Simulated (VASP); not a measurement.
Set up this calculation in VASP 6.6.1, as the native input.

- Task: single point
- Functional: PBEsol
- Potentials or basis: VASP PAW PBE potentials, release 64 (Li_sv)
- Cutoff: 520 eV
- k mesh: 2 × 2 × 2
- Occupations: fermi-dirac, width 0.11 eV
- Spin: no spin polarisation
- Dipole correction: no
- Further INCAR settings: LREAL = Auto; ALGO = Normal; EDIFF = 1e-06; NBANDS = 38

The structure of Li lies in POSCAR:

```
Li
1.0
    7.0944470000      0.0000000000      0.0000000000
    0.0000000000      7.0944470000      0.0000000000
    0.0000000000      0.0000000000      7.0944470000
Li
16
Direct
   -0.0088519937     -0.0002678151     -0.0106844128
    0.5049442190      0.0064275623      0.0311793153
   -0.0230602893      0.5441297962      0.0132779905
   -0.0202834696      0.0143069643      0.4611494032
    0.2333233302      0.2502661589      0.2948644200
    0.4903976307      0.4820530762     -0.0100642094
    0.5058040465      0.0139404805      0.4958385058
    0.7385917465      0.2657430523      0.2922567467
    0.0286421197      0.4849285646      0.5209849337
    0.2684916809      0.7246653615      0.2620077365
    0.2675472803      0.2372136969      0.7369425693
    0.5325432694      0.5398729457      0.5288361447
    0.7675157768      0.7021407024      0.1957023571
    0.7701798322      0.2377775181      0.7569864149
    0.2154642920      0.7161657561      0.7237914386
    0.7550835181      0.7655283069      0.7383380269
```

The input as run:

INCAR

```
ALGO = Normal ; EDIFF = 1E-6
ENCUT = 520 ; GGA = PS
ISIF = 2 ; ISMEAR = -1
LASPH = True ; LCHARG = True
LELF = True ; LREAL = Auto
LVHAR = True ; LWAVE = False
NBANDS = 38 ; NELM = 80
PREC = Accurate ; SIGMA = 0.11
```

KPOINTS

```
k-points
0
Gamma
  2 2 2
```

Potentials or basis: VASP PAW PBE potentials, release 64 (Li_sv).

Run with:

```bash
$ cat potpaw_PBE.64/Li_sv/POTCAR > POTCAR
$ mpirun -np 1 vasp_std > vasp.out
```

Results of the run:

| Quantity | Value |
| --- | --- |
| Largest force | 1.047 eV/Å |
| Band gap on the k mesh | zero (band 24 reaches 0.62 eV, above the bottom of band 25 at -0.17 eV) |

Caveat: the k points lie up to 0.44 Å⁻¹ apart; the PAW data sets were made with another functional, which shifts forces and pressure a little.

It took 5.2 min on 1 thread of AMD EPYC 7R13 (shared host), peak memory 0.34 GiB.
